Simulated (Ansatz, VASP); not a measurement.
# One calculation of NaH, two programs

```xyz
4
Lattice="3.9533 0.0000 0.0000 -1.9767 3.4237 0.0000 0.0000 0.0000 4.8283" Properties=species:S:1:pos:R:3 pbc="T T T"
Na    0.0000    2.2824    1.2071
Na    1.9767    1.1412    3.6212
H     1.9767    1.1412    1.2071
H     0.0000    2.2824    3.6212
```

Alike in both runs: task single point; functional PBE0; k mesh 6 × 6 × 4; no spin polarisation.

```csv
,VASP,Ansatz
version,VASP 6.6.1,Ansatz 0.2.0
potentials or method,"VASP PAW PBE potentials, release 64 (Na_pv, H)","plane waves, PAW"
plane-wave cutoff (eV),520,420
occupations,"gaussian, width 0.01 eV",fixed
valence electrons in the cell,16,20
```

|  | VASP | Ansatz | Ansatz less VASP |
| --- | --- | --- | --- |
| gap on the k mesh at the Fermi level (eV) | 4.96 | 4.96 | -0.004 |
| pressure (GPa) | 0.1 | 0.1 | +0.01 |

VASP's potentials hold 16 valence electrons a cell and Ansatz's 20, so a difference there can come from the potentials and not from the codes. Ansatz's warnings: stress exchange threshold loose, stress scf threshold loose.
